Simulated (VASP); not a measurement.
Write the native input for VASP 6.6.1 that does the following.

* Task: single point
* Functional: PBE
* Potentials or basis: VASP PAW PBE potentials, release 64 (C)
* Cutoff: 520 eV
* k mesh: 12 × 12 × 12
* Occupations: gaussian, width 0.02 eV
* Spin: no spin polarisation
* Dipole correction: no
* Further INCAR settings: ALGO = Normal; EDIFF = 1e-06; NBANDS = 11

The structure of C lies in POSCAR:

```
C
1.0
    0.0000000000      1.7857368625      1.7857368625
    1.7857368625      0.0000000000      1.7857368625
    1.7857368625      1.7857368625      0.0000000000
C
2
Direct
    0.0000000000      0.0000000000      0.0000000000
    0.2500000000      0.2500000000      0.2500000000
```

These files were run (other wordings do the same):

INCAR

```
SYSTEM = C
PREC = Accurate
ENCUT = 520
EDIFF = 1E-6
ISMEAR = 0
SIGMA = 0.02
LREAL = .FALSE.
LASPH = .TRUE.
NELM = 100
ALGO = Normal
ISIF = 2
LWAVE = .FALSE.
LCHARG = .FALSE.
GGA = PE
NBANDS = 11
```

KPOINTS

```
Automatic mesh
0
G
  12 12 12
  0 0 0
```

Potentials or basis: VASP PAW PBE potentials, release 64 (C).

The run is started by

```bash
$ cat potpaw_PBE.64/C/POTCAR > POTCAR
$ mpirun -np 1 vasp_std > vasp.out
```

Results of the run:

```json
{
 "Pressure": "0.7 GPa",
 "Band gap on the k mesh": "4.14 eV, indirect (least direct gap 5.58 eV)"
}
```

Run time: 5.6 s on 1 thread of Intel(R) Xeon(R) Platinum 8559C (Emerald Rapids), on a shared host, peak memory 0.12 GiB.
